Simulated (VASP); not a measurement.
# SiO2 (Quartz high) (P6_222) in VASP: single point with r2SCAN

Aim: the single point of SiO2 (Quartz high) with r2SCAN.

All numbers are computed with VASP 6.6.1; they aren't measurements. Logs are shortened: lines on timing, memory, paths and dates and some standing lists are left out, and cuts for length are marked.

### 1 The cell of the first run

It takes space group P6_222 (No. 180, hexagonal). Conventional cell: a = 5.013 Å, b = 5.013 Å, c = 5.470 Å, α = 90.00°, β = 90.00°, γ = 120.00°. Si (site symmetry 222) has 4 O at 1.62 Å within 2.2 Å. Within 2.2 Å of O (site symmetry 2) lie 2 Si at 1.62 Å.

### 2 Single point, r2SCAN

The input, POSCAR:

```
SiO2
1.0
    5.0130000000      0.0000000000      0.0000000000
   -2.5065000000      4.3413900000      0.0000000000
    0.0000000000      0.0000000000      5.4700000000
Si O
3 6
Direct
    0.5000000000      0.5000000000      0.3333333333
    0.0000000000      0.5000000000      0.6666666667
    0.5000000000      0.0000000000      0.0000000000
    0.1970000000      0.8030000000      0.8333333333
    0.3940000000      0.1970000000      0.1666666667
    0.1970000000      0.3940000000      0.5000000000
    0.8030000000      0.1970000000      0.8333333333
    0.6060000000      0.8030000000      0.1666666667
    0.8030000000      0.6060000000      0.5000000000
```

The input, INCAR.step1:

```
SYSTEM = SiO2
ALGO     = Normal         ! electronic algorithm
EDIFF    = 1E-4           ! SCF threshold, eV
ENCUT    = 520            ! plane-wave cutoff, eV
GGA      = PE             ! functional
ISMEAR   = 0              ! smearing method
LASPH    = .TRUE.         ! aspherical terms in the spheres
LCHARG   = .FALSE.        ! write CHGCAR
LREAL    = .FALSE.        ! projectors in reciprocal space
LWAVE    = .TRUE.         ! write WAVECAR
NBANDS   = 34             ! bands
NELM     = 60             ! most SCF steps
PREC     = Accurate       ! precision mode
SIGMA    = 0.01           ! smearing width, eV
```

The input, INCAR.step2:

```
SYSTEM = SiO2
ALGO     = Normal         ! electronic algorithm
EDIFF    = 1E-6           ! SCF threshold, eV
ENCUT    = 520            ! plane-wave cutoff, eV
ISIF     = 2              ! what is computed and relaxed
ISMEAR   = 0              ! smearing method
ISTART   = 1            
LASPH    = .TRUE.         ! aspherical terms in the spheres
LCHARG   = .FALSE.        ! write CHGCAR
LMIXTAU  = .TRUE.       
LREAL    = .FALSE.        ! projectors in reciprocal space
LWAVE    = .FALSE.        ! write WAVECAR
METAGGA  = R2SCAN         ! meta-GGA
NBANDS   = 34             ! bands
NELM     = 60             ! most SCF steps
PREC     = Accurate       ! precision mode
SIGMA    = 0.01           ! smearing width, eV
```

The input, KPOINTS:

```
k-points
0
G
  6 6 4
  0 0 0
```

Potentials or basis: VASP PAW PBE potentials, release 64 (Si, O).

Command:

```bash
cat potpaw_PBE.64/Si/POTCAR potpaw_PBE.64/O/POTCAR > POTCAR
cp INCAR.step1 INCAR
mpirun -np 1 vasp_std > vasp.out
cp INCAR.step2 INCAR
mpirun -np 1 vasp_std > vasp.out
```

OUTCAR:

```text
SYSTEM = SiO2
   EDIFF = 1E-6
   ENCUT = 520
   ISIF = 2
   ISMEAR = 0
   ISTART = 1
   LASPH = .TRUE.
   LREAL = .FALSE.
   METAGGA = R2SCAN
   NELM = 60
   PREC = Accurate

 ion  position               nearest neighbor table
   1  0.500  0.500  0.333-   6 1.62   9 1.62   8 1.62   5 1.62   2 3.10   2 3.10   3 3.10   3 3.10

   2  0.000  0.500  0.667-   6 1.62   9 1.62   7 1.62   4 1.62   1 3.10   1 3.10   3 3.10   3 3.10

   3  0.500  0.000  0.000-   4 1.62   7 1.62   5 1.62   8 1.62   1 3.10   2 3.10   1 3.10   2 3.10

   4  0.197  0.803  0.833-   3 1.62   2 1.62
   5  0.394  0.197  0.167-   3 1.62   1 1.62
   6  0.197  0.394  0.500-   1 1.62   2 1.62
   7  0.803  0.197  0.833-   3 1.62   2 1.62
   8  0.606  0.803  0.167-   3 1.62   1 1.62
   9  0.803  0.606  0.500-   1 1.62   2 1.62

  LATTYP: Found a hexagonal cell.
 ALAT       =     5.0130000000
 C/A-ratio  =     1.0911629763

  Lattice vectors:

 A1 = (   5.0130000000,   0.0000000000,   0.0000000000)
 A2 = (  -2.5065000000,   4.3413900000,   0.0000000000)
 A3 = (   0.0000000000,   0.0000000000,   5.4700000000)

Analysis of symmetry for initial positions (statically):
=====================================================================
 Subroutine PRICEL returns:
 Original cell was already a primitive cell.

 Routine SETGRP: Setting up the symmetry group for a
 hexagonal supercell.

 Subroutine GETGRP returns: Found 12 space group operations
 (whereof  4 operations were pure point group operations)
 out of a pool of 24 trial point group operations.

The static configuration has the point symmetry D_2 .
 The point group associated with its full space group is D_6 .

Analysis of symmetry for dynamics (positions and initial velocities):
=====================================================================
 Subroutine PRICEL returns:
 Original cell was already a primitive cell.

 Routine SETGRP: Setting up the symmetry group for a
 hexagonal supercell.

 Subroutine GETGRP returns: Found 12 space group operations
 (whereof  4 operations were pure point group operations)
 out of a pool of 24 trial point group operations.

The dynamic configuration has the point symmetry D_2 .
 The point group associated with its full space group is D_6 .

 Subroutine INISYM returns: Found 12 space group operations
 (whereof  4 operations are pure point group operations),
 and found     1 'primitive' translations

----------------------------------------------------------------------------------------

                                     Primitive cell

  volume of cell :     119.0457

  direct lattice vectors                    reciprocal lattice vectors
     5.013000000  0.000000000  0.000000000     0.199481348  0.115170487  0.000000000
    -2.506500000  4.341390000  0.000000000     0.000000000  0.230340974  0.000000000
     0.000000000  0.000000000  5.470000000     0.000000000  0.000000000  0.182815356

  length of vectors
     5.013000000  5.013004028  5.470000000     0.230341159  0.230340974  0.182815356

  position of ions in fractional coordinates (direct lattice)
     0.500000000  0.500000000  0.333333333
     0.000000000  0.500000000  0.666666667
     0.500000000  0.000000000  0.000000000
     0.197000000  0.803000000  0.833333333
     0.394000000  0.197000000  0.166666667
     0.197000000  0.394000000  0.500000000
     0.803000000  0.197000000  0.833333333
     0.606000000  0.803000000  0.166666667
     0.803000000  0.606000000  0.500000000

  ion indices of the primitive-cell ions
   primitive index   ion index
                 1           1
                 2           2
                 3           3
                 4           4
                 5           5
                 6           6
                 7           7
                 8           8
                 9           9

----------------------------------------------------------------------------------------

 KPOINTS: k-points

Automatic generation of k-mesh.
 Grid dimensions read from file:
 generate k-points for:    6    6    4

 Generating k-lattice:

  Cartesian coordinates                     Fractional coordinates (reciprocal lattice)
     0.033246891  0.019195081  0.000000000     0.166666667  0.000000000  0.000000000
     0.000000000  0.038390162  0.000000000     0.000000000  0.166666667  0.000000000
     0.000000000  0.000000000  0.045703839     0.000000000  0.000000000  0.250000000

  Length of vectors
     0.038390193  0.038390162  0.045703839

  Shift w.r.t. Gamma in fractional coordinates (k-lattice)
     0.000000000  0.000000000  0.000000000

 Subroutine IBZKPT returns following result:
 ===========================================

 Found     21 irreducible k-points:

 Following reciprocal coordinates:
            Coordinates               Weight
  0.000000  0.000000  0.000000      1.000000
  0.166667  0.000000  0.000000      6.000000
  0.333333  0.000000  0.000000      6.000000
  0.500000  0.000000  0.000000      3.000000
  0.166667  0.166667  0.000000      6.000000
  0.333333  0.166667  0.000000     12.000000
[... 13 lines left out ...]
  0.333333  0.166667  0.500000     12.000000
  0.333333  0.333333  0.500000      2.000000
   k-points           NKPTS =     21   k-points in BZ     NKDIM =     21   number of bands    NBANDS=     34
   number of dos      NEDOS =    301   number of ions     NIONS =      9
   total plane-waves  NPLWV =  67200
   dimension x,y,z NGX =    40 NGY =   40 NGZ =   42
   dimension x,y,z NGXF=    80 NGYF=   80 NGZF=   84
   ions per type =               3   6
   NGX,Y,Z   is equivalent  to a cutoff of  13.27, 13.27, 12.76 a.u.
   NGXF,Y,Z  is equivalent  to a cutoff of  26.53, 26.53, 25.53 a.u.
 SYSTEM =  SiO2
   PREC   = accura    normal or accurate (medium, high low for compatibility)
   ISTART =      1    job   : 0-new  1-cont  2-samecut
   ICHARG =      0    charge: 1-file 2-atom 10-const
   ISPIN  =      1    spin polarized calculation?
   LNONCOLLINEAR =      F non collinear calculations
   LSORBIT =      F    spin-orbit coupling
   LASPH  =      T    aspherical Exc in radial PAW
   ENCUT  =  520.0 eV  38.22 Ry    6.18 a.u.   9.32  9.32 10.17*2*pi/ulx,y,z
   NELM   =     60;   NELMIN=  2; NELMDL=  0     # of ELM steps
   EDIFF  = 0.1E-05   stopping-criterion for ELM
   LREAL  =      F    real-space projection
   EDIFFG = 0.1E-04   stopping-criterion for IOM
   NSW    =      0    number of steps for IOM
   IBRION =     -1    ionic relax: 0-MD 1-quasi-New 2-CG
   NFREE  =      0    steps in history (QN), initial steepest desc. (CG)
   ISIF   =      2    stress and relaxation
   ISYM   =      2    0-nonsym 1-usesym 2-fastsym
   POTIM  = 0.5000    time-step for ionic-motion
   TEBEG  =    0.0;   TEEND  =   0.0 temperature during run
   PSTRESS=    0.0 pullay stress
   NELECT =      48.0000    total number of electrons
   NUPDOWN=      -1.0000    fix difference up-down
   EMIN   =  10.00;   EMAX   =-10.00  energy-range for DOS
   EFERMI =   0.00;   METHOD = LEGACY
   ISMEAR =     0;   SIGMA  =   0.01  broadening in eV -4-tet -1-fermi 0-gaus
   EFERMI_NEDOS =   21; number of points for ismear=-14 and -15
   IALGO  =     38    algorithm
   IMIX   =      4    mixing-type and parameters
     AMIX     =   0.40;   BMIX     =  1.00
     AMIX_MAG =   1.60;   BMIX_MAG =  1.00
  volume/ion in A,a.u.               =      13.23        89.26
  Fermi-wavevector in a.u.,A,eV,Ry     =   1.209439  2.285508 19.901822  1.462743
  Thomas-Fermi vector in A             =   2.345016
   LORBIT       =      0    0 simple, 1 ext, 2 COOP (PROOUT), +10 PAW based schemes
   METAGGA = R2SCAN    functional components
   LHFCALC =     F    Hartree Fock is set to
   AEXX    =    0.0000 exact exchange contribution
   IVDW    =     0    specifies the selected vdW correction
   LEPSILON=     F    determine dielectric tensor
   LRPA    =     F    only Hartree local field effects (RPA)
 non-spin polarized calculation
 Gauss-broadening in eV      SIGMA  =   0.01
  energy-cutoff  :      520.00
  volume of cell :      119.05
 maximum number of plane-waves:      3248
 NGX is ok and might be reduce to    40
   NGX = 19   NGY = 19   NGZ = 21

 number of electron      48.0000000 magnetization

 Free energy of the ion-electron system (eV)
  ---------------------------------------------------
  ext. energy  EPLUGINS =         0.00000000
  ---------------------------------------------------
  free energy    TOTEN  =       -89.06850145 eV

  energy without entropy =      -89.06850145  energy(sigma->0) =      -89.06850145

 E-fermi :   0.4310     XC(G=0):  -9.4242

 val. band max:        0.2969114389   @ k =   0.0000   0.0000   0.5000
 cond. band min:       6.4662874714   @ k =   0.0000   0.0000   0.0000
 fundamental gap:      6.1693760326
 Fermi energy:         0.4309949510

 k-point     1 :       0.0000    0.0000    0.0000
  band No.  band energies     occupation
      1     -20.0709      2.00000
      2     -18.5765      2.00000
      3     -18.5765      2.00000
      4     -18.0902      2.00000
      5     -18.0902      2.00000
      6     -17.8721      2.00000
[... 26 lines left out ...]
     33      13.7757      0.00000
     34      14.3139      0.00000

 k-point     2 :       0.1667    0.0000    0.0000
  band No.  band energies     occupation
      1     -19.9926      2.00000
      2     -18.6868      2.00000
      3     -18.5983      2.00000
      4     -18.0772      2.00000
      5     -18.0641      2.00000
      6     -17.8876      2.00000
[... 26 lines left out ...]
     33      13.5968      0.00000
     34      13.9384      0.00000
[... 664 lines left out ...]
     33      12.4084      0.00000
     34      12.7610      0.00000

 k-point    21 :       0.3333    0.3333    0.5000
  band No.  band energies     occupation
      1     -19.5833      2.00000
      2     -18.8856      2.00000
      3     -18.8856      2.00000
      4     -18.0892      2.00000
      5     -18.0892      2.00000
      6     -17.9050      2.00000
[... 26 lines left out ...]
     33      12.6063      0.00000
     34      12.8759      0.00000

------------------------ aborting loop because EDIFF is reached ----------------------------------------

  FORCE on cell =-STRESS in cart. coord.  units (eV):
  Direction    XX          YY          ZZ          XY          YZ          ZX
  --------------------------------------------------------------------------------------
  -------------------------------------------------------------------------------------
  Total       -0.9186990     -0.9187010      1.3088875     -0.0000000     -0.0000000      0.0000000
  in kB      -12.3643131    -12.3643395     17.6156664     -0.0000000     -0.0000000      0.0000000
  external PRESSURE =      -2.3709954 kB  Pullay stress =       0.0000000 kB

 VOLUME and BASIS-vectors are now :
 -----------------------------------------------------------------------------
  energy-cutoff  :      520.00
  volume of cell :      119.05
      direct lattice vectors                 reciprocal lattice vectors
     5.013000000  0.000000000  0.000000000     0.199481348  0.115170487  0.000000000
    -2.506500000  4.341390000  0.000000000     0.000000000  0.230340974  0.000000000
     0.000000000  0.000000000  5.470000000     0.000000000  0.000000000  0.182815356

 POSITION                                       TOTAL-FORCE (eV/Angst)
 -----------------------------------------------------------------------------------
      1.25325      2.17069      1.82333        -0.000000      0.000000     -0.000000
     -1.25325      2.17069      3.64667        -0.000000      0.000000     -0.000000
      2.50650      0.00000      0.00000        -0.000000      0.000000     -0.000000
     -1.02516      3.48614      4.55833         0.835278     -0.482249      0.000000
      1.48134      0.85525      0.91167         0.835278      0.482249      0.000000
      0.00000      1.71051      2.73500        -0.000000      0.964497     -0.000000
      3.53166      0.85525      4.55833        -0.835278      0.482249      0.000000
      1.02516      3.48614      0.91167        -0.835278     -0.482249      0.000000
      2.50650      2.63088      2.73500        -0.000000     -0.964497     -0.000000
 -----------------------------------------------------------------------------------
    total drift:                                0.000000     -0.000000      0.000001

  FREE ENERGIE OF THE ION-ELECTRON SYSTEM (eV)
  ---------------------------------------------------
  free  energy   TOTEN  =       -89.0685014504 eV

  energy  without entropy=      -89.0685014504  energy(sigma->0) =      -89.06850145
```

Wall time 3.9 min (1 thread of Intel Xeon Platinum 8375C at 2.90GHz (Ice Lake), shared host); peak memory 0.29 GiB.

What came out:

```
Free energy            : -89.0685 eV
Pressure               : -0.2 GPa
Largest force          : 0.964 eV/Å
Band gap on the k mesh : 6.17 eV, indirect (least direct gap 6.28 eV)
```

Forces in eV/Å, atoms in the order of the input:
```
Si   0.000  0.000  0.000
Si   0.000  0.000  0.000
Si   0.000  0.000  0.000
O    0.835 -0.482  0.000
O    0.835  0.482  0.000
O    0.000  0.964  0.000
O   -0.835  0.482  0.000
O   -0.835 -0.482  0.000
O    0.000 -0.964  0.000
```

Levels at points of the mesh, in eV from the valence-band top:
```csv
k point,band 21,band 22,band 23,band 24,band 25,band 26,band 27,band 28
"(0.00, 0.00, 0.00)",-1.15,-0.48,-0.48,-0.11,6.17,9.64,9.64,10.50
"(0.50, 0.00, 0.00)",-1.18,-0.89,-0.39,-0.01,8.24,9.20,10.23,10.38
"(0.00, 0.00, 0.50)",-1.37,-0.32,0.00,0.00,8.07,8.07,9.12,11.08
"(0.50, 0.00, 0.50)",-0.88,-0.70,-0.61,-0.40,9.24,9.68,10.14,10.15
```

Caveat: the PAW data sets were made with another functional, which shifts forces and pressure a little. A k mesh can miss the band edges.
